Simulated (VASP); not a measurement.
Here is a VASP 6.6.1 calculation.

INCAR

```
  PREC = Accurate
  ENCUT = 600
  EDIFF = 1E-7
  ISMEAR = 0
  SIGMA = 0.1
  LREAL = F
  LASPH = T
  NELM = 60
  ALGO = Normal
  ISIF = 3
  LWAVE = F
  LCHARG = F
  GGA = PE
  IBRION = 2
  NSW = 90
  EDIFFG = -0.04
```

File KPOINTS:

```
Automatic mesh
0
Gamma
  3 3 4
```

The input POSCAR:

```
Hf3ZrS8
1.0
    7.1622972400      0.0000000000      0.0000000000
   -3.5811486200      6.2027313600      0.0000000000
    0.0000000000      0.0000000000      5.9582060700
Zr Hf S
1 3 8
Direct
    0.0000000000      0.0000000000      0.0000000000
    0.0000000000      0.5000000000      0.0000000000
    0.5000000000      0.0000000000      0.0000000000
    0.5000000000      0.5000000000      0.0000000000
    0.3333333300      0.1666666700      0.7639520800
    0.3333333300      0.6666666700      0.7639520800
    0.8333333300      0.1666666700      0.7639520800
    0.8333333300      0.6666666700      0.7639520800
    0.1666666700      0.3333333300      0.2360479200
    0.1666666700      0.8333333300      0.2360479200
    0.6666666700      0.3333333300      0.2360479200
    0.6666666700      0.8333333300      0.2360479200
```

Potentials or basis: VASP PAW PBE potentials, release 64 (Zr_sv, Hf_pv, S).

Command:

```bash
$ cat potpaw_PBE.64/Zr_sv/POTCAR potpaw_PBE.64/Hf_pv/POTCAR potpaw_PBE.64/S/POTCAR > POTCAR
$ mpirun -np 1 vasp_std > vasp.out
```

(1) Predict the space group after relaxing (to 0.05 Å).

(2) What does it give for the relaxed volume?

(3) Predict the relaxed cell.

Answers

(1) P-3m1 (No. 164).

(2) 25.59 Å³/atom.

(3) a = 7.317 Å, b = 7.317 Å, c = 6.623 Å, α = 90.00°, β = 90.00°, γ = 120.00°.

Caveat: the volume moved by over 15 % at a fixed basis, so the end points are rough; this functional lacks dispersion, which binds the layers, so the pressure and a relaxed spacing across them are unreliable.
